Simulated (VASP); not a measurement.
# Ga3Sb (I4/mmm) in VASP: further runs

The runs below take Ga3Sb through single point, with LDA.

Program: VASP 6.6.1. These are calculated values, not measurements. Logs are shortened: lines on timing, memory, paths and dates and some standing lists are left out, and cuts for length are marked.

**1. The cell of the first run**

It takes space group I4/mmm (No. 139, tetragonal). Conventional cell: a = 4.213 Å, b = 4.213 Å, c = 9.028 Å, α = 90.00°, β = 90.00°, γ = 90.00°. Within 3.9 Å of Ga (site symmetry -4m2) lie 8 Ga at 2.98 to 3.09 Å and 4 Sb at 3.09 Å. Ga (site symmetry 4/mmm) has 4 Sb at 2.98 Å and 8 Ga at 3.09 Å within 3.9 Å. Sb (site symmetry 4/mmm) has 12 Ga at 2.98 to 3.09 Å within 3.9 Å.

**2. Single point, LDA**

Input file INCAR:

```
SYSTEM = Ga3Sb
PREC = Accurate ; ENCUT = 520
EDIFF = 1E-6 ; ISMEAR = 0
SIGMA = 0.1 ; LREAL = .False.
LASPH = .True. ; NELM = 60
ALGO = Fast ; ISIF = 2
LWAVE = .False. ; LCHARG = .False.
GGA = CA ; NBANDS = 30
```

Input file KPOINTS:

```
regular mesh
0
Gamma
  14 14 14
  0 0 0
```

Input file POSCAR:

```
Ga3Sb
1.0
   -2.1064156010      2.1064156010      4.5142359702
    2.1064156010     -2.1064156010      4.5142359702
    2.1064156010      2.1064156010     -4.5142359702
Ga Sb
3 1
Direct
    0.7500000000      0.2500000000      0.5000000000
    0.2500000000      0.7500000000      0.5000000000
    0.5000000000      0.5000000000      0.0000000000
    0.0000000000      0.0000000000      0.0000000000
```

Potentials or basis: VASP PAW LDA potentials, release 64 (Ga_d, Sb).

Command:

```console
$ cat potpaw_LDA.64/Ga_d/POTCAR potpaw_LDA.64/Sb/POTCAR > POTCAR
$ mpirun -np 1 vasp_std > vasp.out
```

OUTCAR:

```text
SYSTEM = Ga3Sb
   PREC = Accurate
   ENCUT = 520
   EDIFF = 1E-6
   ISMEAR = 0
   LREAL = .False.
   LASPH = .True.
   NELM = 60
   ISIF = 2
   GGA = CA

 ion  position               nearest neighbor table
   1  0.750  0.250  0.500-   4 3.09   4 3.09   4 3.09   4 3.09
   2  0.250  0.750  0.500-   4 3.09   4 3.09   4 3.09   4 3.09
   3  0.500  0.500  0.000-   4 2.98   4 2.98   4 2.98   4 2.98
   4  0.000  0.000  0.000-   3 2.98   3 2.98   3 2.98   3 2.98   2 3.09   1 3.09   2 3.09   2 3.09
                             1 3.09   1 3.09   2 3.09   1 3.09

  LATTYP: Found a body centered tetragonal cell.
 ALAT       =     4.2128312020
 C/A-ratio  =     2.1430889365

  Lattice vectors:

 A1 = (  -2.1064156010,   2.1064156010,   4.5142359702)
 A2 = (   2.1064156010,  -2.1064156010,   4.5142359702)
 A3 = (   2.1064156010,   2.1064156010,  -4.5142359702)

Analysis of symmetry for initial positions (statically):
=====================================================================
 Subroutine PRICEL returns:
 Original cell was already a primitive cell.

 Routine SETGRP: Setting up the symmetry group for a
 body centered tetragonal supercell.

 Subroutine GETGRP returns: Found 16 space group operations
 (whereof 16 operations were pure point group operations)
 out of a pool of 16 trial point group operations.

The static configuration has the point symmetry D_4h.

Analysis of symmetry for dynamics (positions and initial velocities):
=====================================================================
 Subroutine PRICEL returns:
 Original cell was already a primitive cell.

 Routine SETGRP: Setting up the symmetry group for a
 body centered tetragonal supercell.

 Subroutine GETGRP returns: Found 16 space group operations
 (whereof 16 operations were pure point group operations)
 out of a pool of 16 trial point group operations.

The dynamic configuration has the point symmetry D_4h.

 Subroutine INISYM returns: Found 16 space group operations
 (whereof 16 operations are pure point group operations),
 and found     1 'primitive' translations

----------------------------------------------------------------------------------------

                                     Primitive cell

  volume of cell :      80.1184

  direct lattice vectors                    reciprocal lattice vectors
    -2.106415601  2.106415601  4.514235970     0.000000000  0.237370061  0.110760714
     2.106415601 -2.106415601  4.514235970     0.237370061  0.000000000  0.110760714
     2.106415601  2.106415601 -4.514235970     0.237370061  0.237370061  0.000000000

  length of vectors
     5.408539522  5.408539522  5.408539522     0.261939844  0.261939844  0.335691960

  position of ions in fractional coordinates (direct lattice)
     0.750000000  0.250000000  0.500000000
     0.250000000  0.750000000  0.500000000
     0.500000000  0.500000000  0.000000000
     0.000000000  0.000000000  0.000000000

  ion indices of the primitive-cell ions
   primitive index   ion index
                 1           1
                 2           2
                 3           3
                 4           4

----------------------------------------------------------------------------------------

 KPOINTS: regular mesh

Automatic generation of k-mesh.
 Grid dimensions read from file:
 generate k-points for:   14   14   14

 Generating k-lattice:

  Cartesian coordinates                     Fractional coordinates (reciprocal lattice)
     0.000000000  0.016955004  0.007911480     0.071428571  0.000000000  0.000000000
     0.016955004  0.000000000  0.007911480     0.000000000  0.071428571  0.000000000
     0.016955004  0.016955004  0.000000000     0.000000000  0.000000000  0.071428571

  Length of vectors
     0.018709989  0.018709989  0.023977997

  Shift w.r.t. Gamma in fractional coordinates (k-lattice)
     0.000000000  0.000000000  0.000000000

 Subroutine IBZKPT returns following result:
 ===========================================

 Found    244 irreducible k-points:

 Following reciprocal coordinates:
            Coordinates               Weight
  0.000000  0.000000  0.000000      1.000000
  0.071429  0.000000 -0.000000      8.000000
  0.142857 -0.000000  0.000000      8.000000
  0.214286 -0.000000  0.000000      8.000000
  0.285714  0.000000 -0.000000      8.000000
  0.357143  0.000000 -0.000000      8.000000
[... 16 lines left out ...]
  0.214286  0.142857  0.000000     16.000000
  0.285714  0.142857  0.000000     16.000000
 [... further k-points ...]
   k-points           NKPTS =    244   k-points in BZ     NKDIM =    244   number of bands    NBANDS=     30
   number of dos      NEDOS =    301   number of ions     NIONS =      4
   total plane-waves  NPLWV =  64000
   dimension x,y,z NGX =    40 NGY =   40 NGZ =   40
   dimension x,y,z NGXF=    80 NGYF=   80 NGZF=   80
   ions per type =               3   1
   NGX,Y,Z   is equivalent  to a cutoff of  12.30, 12.30, 12.30 a.u.
   NGXF,Y,Z  is equivalent  to a cutoff of  24.59, 24.59, 24.59 a.u.
 SYSTEM =  Ga3Sb
   PREC   = accura    normal or accurate (medium, high low for compatibility)
   ISTART =      0    job   : 0-new  1-cont  2-samecut
   ICHARG =      2    charge: 1-file 2-atom 10-const
   ISPIN  =      1    spin polarized calculation?
   LNONCOLLINEAR =      F non collinear calculations
   LSORBIT =      F    spin-orbit coupling
   LASPH  =      T    aspherical Exc in radial PAW
   ENCUT  =  520.0 eV  38.22 Ry    6.18 a.u.  10.06 10.06 10.06*2*pi/ulx,y,z
   NELM   =     60;   NELMIN=  2; NELMDL= -5     # of ELM steps
   EDIFF  = 0.1E-05   stopping-criterion for ELM
   LREAL  =      F    real-space projection
   EDIFFG = 0.1E-04   stopping-criterion for IOM
   NSW    =      0    number of steps for IOM
   IBRION =     -1    ionic relax: 0-MD 1-quasi-New 2-CG
   NFREE  =      0    steps in history (QN), initial steepest desc. (CG)
   ISIF   =      2    stress and relaxation
   ISYM   =      2    0-nonsym 1-usesym 2-fastsym
   POTIM  = 0.5000    time-step for ionic-motion
   TEBEG  =    0.0;   TEEND  =   0.0 temperature during run
   PSTRESS=    0.0 pullay stress
   NELECT =      44.0000    total number of electrons
   NUPDOWN=      -1.0000    fix difference up-down
   EMIN   =  10.00;   EMAX   =-10.00  energy-range for DOS
   EFERMI =   0.00;   METHOD = LEGACY
   ISMEAR =     0;   SIGMA  =   0.10  broadening in eV -4-tet -1-fermi 0-gaus
   EFERMI_NEDOS =   21; number of points for ismear=-14 and -15
   IALGO  =     68    algorithm
   IMIX   =      4    mixing-type and parameters
     AMIX     =   0.40;   BMIX     =  1.00
     AMIX_MAG =   1.60;   BMIX_MAG =  1.00
  volume/ion in A,a.u.               =      20.03       135.17
  Fermi-wavevector in a.u.,A,eV,Ry     =   1.340649  2.533458 24.454274  1.797338
  Thomas-Fermi vector in A             =   2.468945
   LORBIT       =      0    0 simple, 1 ext, 2 COOP (PROOUT), +10 PAW based schemes
   GGA     = CA    functional components
   LHFCALC =     F    Hartree Fock is set to
   AEXX    =    0.0000 exact exchange contribution
   IVDW    =     0    specifies the selected vdW correction
   LEPSILON=     F    determine dielectric tensor
   LRPA    =     F    only Hartree local field effects (RPA)
 non-spin polarized calculation
 RMM-DIIS sequential band-by-band and
 Gauss-broadening in eV      SIGMA  =   0.10
  energy-cutoff  :      520.00
  volume of cell :       80.12
 maximum number of plane-waves:      2184
   NGX = 21   NGY = 21   NGZ = 21

 number of electron      43.9999997 magnetization

 Free energy of the ion-electron system (eV)
  ---------------------------------------------------
  ext. energy  EPLUGINS =         0.00000000
  ---------------------------------------------------
  free energy    TOTEN  =       -15.20086825 eV

  energy without entropy =      -15.19280972  energy(sigma->0) =      -15.19683898

 E-fermi :   6.7762     XC(G=0): -11.2138

 val. band max:        6.7740134831   @ k =  -0.2143   0.2857   0.1429
 cond. band min:       6.7799788753   @ k =  -0.2857   0.5000   0.2857
 fundamental gap:      0.0059653922
 Fermi energy:         6.7761887071

 k-point     1 :       0.0000    0.0000    0.0000
  band No.  band energies     occupation
      1      -8.3297      2.00000
      2      -8.2835      2.00000
      3      -8.2586      2.00000
      4      -8.2104      2.00000
      5      -8.2104      2.00000
      6      -8.2104      2.00000
[... 22 lines left out ...]
     29      14.5452      0.00000
     30      14.8993      0.00000

 k-point     2 :       0.0714    0.0000   -0.0000
  band No.  band energies     occupation
      1      -8.3260      2.00000
      2      -8.2823      2.00000
      3      -8.2557      2.00000
      4      -8.2217      2.00000
      5      -8.2205      2.00000
      6      -8.2003      2.00000
[... 22 lines left out ...]
     29      14.9633      0.00000
     30      15.2779      0.00000

 k-point     3 :       0.1429   -0.0000    0.0000
  band No.  band energies     occupation
      1      -8.3152      2.00000
      2      -8.2792      2.00000
      3      -8.2473      2.00000
      4      -8.2330      2.00000
      5      -8.2264      2.00000
      6      -8.1936      2.00000
[... 22 lines left out ...]
     29      15.7769      0.00000
     30      16.0594      0.00000

 k-point     4 :       0.2143   -0.0000    0.0000
  band No.  band energies     occupation
      1      -8.2977      2.00000
      2      -8.2757      2.00000
      3      -8.2433      2.00000
      4      -8.2349      2.00000
      5      -8.2250      2.00000
      6      -8.1896      2.00000
[... 22 lines left out ...]
     29      14.5598      0.00000
     30      14.8006      0.00000

 k-point     5 :       0.2857    0.0000   -0.0000
  band No.  band energies     occupation
      1      -8.2748      2.00000
      2      -8.2719      2.00000
      3      -8.2517      2.00000
      4      -8.2203      2.00000
      5      -8.2168      2.00000
      6      -8.1852      2.00000
[... 22 lines left out ...]
     29      13.4630      0.00000
     30      13.6150      0.00000
[... 526 lines left out ...]
     29      14.7704      0.00000
     30      16.0076      0.00000

 k-point    22 :       0.1429    0.1429    0.0000
  band No.  band energies     occupation
      1      -8.3064      2.00000
      2      -8.2806      2.00000
      3      -8.2455      2.00000
      4      -8.2401      2.00000
      5      -8.2292      2.00000
      6      -8.1957      2.00000
[... 22 lines left out ...]
     29      13.2540      0.00000
     30      15.1174      0.00000

 k-point    23 :       0.2143    0.1429    0.0000
  band No.  band energies     occupation
      1      -8.2970      2.00000
      2      -8.2797      2.00000
      3      -8.2469      2.00000
      4      -8.2365      2.00000
      5      -8.2154      2.00000
      6      -8.1975      2.00000
[... 22 lines left out ...]
     29      12.0339      0.00000
     30      15.0638      0.00000

 k-point    24 :       0.2857    0.1429    0.0000
  band No.  band energies     occupation
      1      -8.2888      2.00000
      2      -8.2720      2.00000
      3      -8.2485      2.00000
      4      -8.2252      2.00000
      5      -8.2068      2.00000
      6      -8.1933      2.00000
[... 22 lines left out ...]
     29      11.7388      0.00000
     30      14.8176      0.00000

 [... further k-points ...]
[... 5 lines left out ...]
  --------------------------------------------------------------------------------------
  -------------------------------------------------------------------------------------
  Total        0.0609512      0.0609512      0.0819272      0.0000000     -0.0000000     -0.0000000
  in kB        1.2188781      1.2188781      1.6383483      0.0000000     -0.0000000     -0.0000000
  external PRESSURE =       1.3587015 kB  Pullay stress =       0.0000000 kB

 VOLUME and BASIS-vectors are now :
 -----------------------------------------------------------------------------
  energy-cutoff  :      520.00
  volume of cell :       80.12
      direct lattice vectors                 reciprocal lattice vectors
    -2.106415601  2.106415601  4.514235970     0.000000000  0.237370061  0.110760714
     2.106415601 -2.106415601  4.514235970     0.237370061  0.000000000  0.110760714
     2.106415601  2.106415601 -4.514235970     0.237370061  0.237370061  0.000000000

 POSITION                                       TOTAL-FORCE (eV/Angst)
 -----------------------------------------------------------------------------------
      0.00000      2.10642      2.25712        -0.000000     -0.000000     -0.000000
      2.10642      0.00000      2.25712         0.000000      0.000000      0.000000
      0.00000      0.00000      4.51424        -0.000000      0.000000     -0.000000
      0.00000      0.00000      0.00000        -0.000000      0.000000     -0.000000
 -----------------------------------------------------------------------------------
    total drift:                               -0.000000     -0.000000      0.000000

  FREE ENERGIE OF THE ION-ELECTRON SYSTEM (eV)
  ---------------------------------------------------
  free  energy   TOTEN  =       -15.2008682488 eV

  energy  without entropy=      -15.1928097203  energy(sigma->0) =      -15.19683898
```

Run time: 5 min. Hardware: 1 thread of Intel Xeon 6975P-C (Granite Rapids), shared host; peak memory 0.56 GiB.

What came out:

```yaml
Free_energy: -15.2009 eV
Pressure: 0.1 GPa
Band_gap_on_the_k_mesh: zero (bands 22 and 23 overlap by 4.87 eV)
```

Caveat: spin-orbit coupling is left out, which moves the levels of the heavy elements.

(Continued in part 2 of 2.)

The gap in the log of VASP goes by the Fermi energy; the results here count the filled bands.